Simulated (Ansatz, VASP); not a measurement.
## Mg4Se: VASP beside Ansatz

```
CELL_PARAMETERS angstrom
5.29029 0.00000 0.00000
0.00000 5.29029 0.00000
0.00000 0.00000 5.29029
ATOMIC_POSITIONS crystal
Mg 0.50000 0.50000 0.50000
Mg 0.00000 0.50000 0.50000
Mg 0.50000 0.00000 0.50000
Mg 0.50000 0.50000 0.00000
Se 0.00000 0.00000 0.00000
```

Change from the starting cell: species swapped into the Mn4N type (Pm-3m, No. 221).

Alike in both runs: functional PBE; k mesh 4 × 4 × 4; occupations gaussian, width 0.2 eV; no spin polarisation.

Ansatz relaxed the structure, and its values are those at the end. VASP's run is a single point on that final structure, the one shown.

|  | VASP | Ansatz |
| --- | --- | --- |
| version | VASP 6.6.1 | Ansatz 0.2.0 |
| potentials or method | VASP PAW PBE potentials, release 64 (Mg, Se), cutoff 600 eV | scalar-relativistic, plane waves, PAW |
| valence electrons in the cell | 14 | 56 |

```csv
,VASP,Ansatz,Ansatz less VASP
gap on the k mesh at the Fermi level (eV),none,none,-
pressure (GPa),0.3,0.3,-0.01
```

A gap of «none» marks a metal or a gap that the smearing closes. With one functional, cell and mesh, what is left measures potentials, basis and numerics. VASP's potentials hold 14 valence electrons a cell and Ansatz's 56, so a difference there can come from the potentials and not from the codes.
